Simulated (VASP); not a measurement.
LuH2 (base):

```
Lu H
1.0
     0.00000    2.51650    2.51650
     2.51650    0.00000    2.51650
     2.51650    2.51650    0.00000
Lu H
1 2
Cartesian
  0.0000 0.0000 0.0000
  1.2583 1.2583 1.2583
  3.7748 3.7748 3.7748
```

```yaml
Program: VASP 6.6.1
Task: relaxation of cell and atoms
Functional: PBEsol
Potentials_or_basis: VASP PAW PBE potentials, release 64 (Lu, H)
Cutoff: 600 eV
k_mesh: 14 × 14 × 14
Occupations: gaussian, width 0.1 eV
Spin: no spin polarisation
```

At the start: pressure -3.7 GPa; volume 10.62 Å³/atom.

Task: How do energy, volume and symmetry change on relaxing?

Result: Over 5 steps the energy falls by 5.0 meV/atom and the volume is 10.20 Å³/atom (-4.0 %); space group Fm-3m (No. 225, to 0.05 Å).

The path:
```
step  energy change (eV)  largest force (eV/Å)  pressure (GPa)  volume (Å³)
   1              0.0000                0.0000           -3.67        31.87
   2             -0.0146                0.0000           -0.44        30.76
   3             -0.0149                0.0000           -0.09        30.63
   4             -0.0149                0.0000            0.04        30.60
   5             -0.0149                0.0000            0.03        30.61
```

Final structure:
```cif
data_structure
_symmetry_space_group_name_H-M 'P 1'
_symmetry_Int_Tables_number 1
_cell_length_a 3.5113
_cell_length_b 3.5113
_cell_length_c 3.5113
_cell_angle_alpha 60.000
_cell_angle_beta 60.000
_cell_angle_gamma 60.000
_cell_volume 30.61
loop_
_atom_site_label
_atom_site_type_symbol
_atom_site_fract_x
_atom_site_fract_y
_atom_site_fract_z
_atom_site_occupancy
Lu1 Lu 0.00000 0.00000 0.00000 1
H1 H 0.25000 0.25000 0.25000 1
H2 H 0.75000 0.75000 0.75000 1
```

Caveat: the PAW data sets were made with another functional, which shifts forces and pressure a little.
